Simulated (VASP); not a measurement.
Here is a VASP 6.6.1 calculation.

INCAR

```
  ALGO = Normal
  EDIFF = 1E-8
  ENCUT = 410
  GGA = PE
  GGA_COMPAT = F
  ISIF = 2
  ISMEAR = -1
  LASPH = T
  LCHARG = F
  LEFG = T
  LREAL = F
  LWAVE = F
  NBANDS = 13
  NELM = 120
  PREC = Accurate
  SIGMA = 0.05
```

KPOINTS

```
k-points
0
Gamma
  10 10 10
```

Contents of POSCAR:

```
Ge
1.0
    2.7104700000      0.0000000000      0.0000000000
    0.0000000000      2.7104700000      0.0000000000
    0.0000000000      0.0000000000      2.7104700000
Ge
1
Direct
    0.0000000000      0.0000000000      0.0000000000
```

Potentials or basis: VASP PAW PBE potentials, release 64 (Ge_d).

The run is started by

```sh
$ cat potpaw_PBE.64/Ge_d/POTCAR > POTCAR
$ mpirun -np 1 vasp_std > vasp.out
```

Q: Estimate the pressure.

A: -0.9 GPa.

Q: What does it give for the band gap on the k mesh?

A: Zero (band 7 reaches 12.50 eV, above the bottom of band 8 at 3.40 eV).

Caveat: without QUAD_EFG the Cq values of the log hold for a quadrupole moment of 1 mb, not for the nuclei.
